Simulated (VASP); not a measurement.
Ge, 1 atom in the cell. It takes space group I4/mmm (No. 139, tetragonal). The conventional cell has a = 3.217 Å, b = 3.217 Å, c = 3.746 Å, α = 90.00°, β = 90.00°, γ = 90.00°. Ge (site symmetry 4/mmm) has 14 Ge at 2.95 to 3.75 Å within 3.9 Å. 

- Program: VASP 6.6.1
- Task: single point
- Functional: LDA
- Potentials or basis: VASP PAW LDA potentials, release 64 (Ge_d)
- Cutoff: 520 eV
- k mesh: 12 × 12 × 12
- Occupations: fermi-dirac, width 0.05 eV
- Spin: no spin polarisation
- Dipole correction: no
- Further INCAR settings: ALGO = Normal; EDIFF = 1e-06; NBANDS = 13

Potentials or basis: VASP PAW LDA potentials, release 64 (Ge_d).

Command:

```sh
$ cat potpaw_LDA.64/Ge_d/POTCAR > POTCAR
$ mpirun -np 1 vasp_std > vasp.out
```

Hardware: 1 thread of Intel(R) Xeon(R) Platinum 8375C CPU @ 2.90GHz (Ice Lake) (shared host).

**Question.** Estimate the wall time of this run.

**Answer.** Run time: 13 s on 1 thread of Intel(R) Xeon(R) Platinum 8375C CPU @ 2.90GHz (Ice Lake), with other jobs on the host, peak memory 0.15 GiB. Counts: scf iterations 9, k points 163.
